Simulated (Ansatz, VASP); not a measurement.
## One calculation of TlPdCl3, two programs

```
Tl Pd Cl
1.0
    -4.98429    0.00120    0.00029
     0.00037   -0.00111   -4.99452
     0.00244   -9.97483   -0.00212
Tl Pd Cl
2 2 6
Cartesian
  -2.4651 -7.4744 -2.4925
  -2.4708 -2.4952 -2.5203
  -0.0025 0.0031 0.0012
  -0.0012 -4.9898 0.0041
  -2.4955 0.0035 0.0011
  -2.4951 -4.9864 0.0011
  -0.0001 -7.4745 -0.0016
  -0.0060 -2.5020 0.0004
  -0.0060 -0.0048 -2.4956
  -0.0170 -4.9913 -2.4938
```

Change from the starting cell: cell x2, atoms moved at random (sigma 0.15 Å) and cell strained at random (1.5 %), then relaxed without symmetry.

Alike in both runs: functional PBE; k mesh 4 × 4 × 2; occupations gaussian, width 0.2 eV; no spin polarisation.

Ansatz relaxed the structure, and its values are those at the end. VASP's run is a single point on that final structure, the one shown.

```csv
,VASP,Ansatz
version,VASP 6.6.1,Ansatz 0.2.0
potentials or method,"VASP PAW PBE potentials, release 64 (Tl_d, Pd, Cl), cutoff 520 eV","scalar-relativistic, plane waves, PAW"
valence electrons in the cell,88,104
```

Ansatz gave:

| Property | Result |
| --- | --- |
| gap on the k mesh at the Fermi level (eV) | none |
| pressure (GPa) | -0.1 |
| rms of the force components (eV/Å) | 0.006 |

Problem. What did VASP give for the same quantities?

Solution. gap on the k mesh at the Fermi level (eV): none; pressure (GPa): -0.2; rms of the force components (eV/Å): 0.006.

A gap of «none» marks a metal or a gap that the smearing closes. VASP's potentials hold 88 valence electrons a cell and Ansatz's 104, so a difference there can come from the potentials and not from the codes.

Spin-orbit coupling is off throughout.
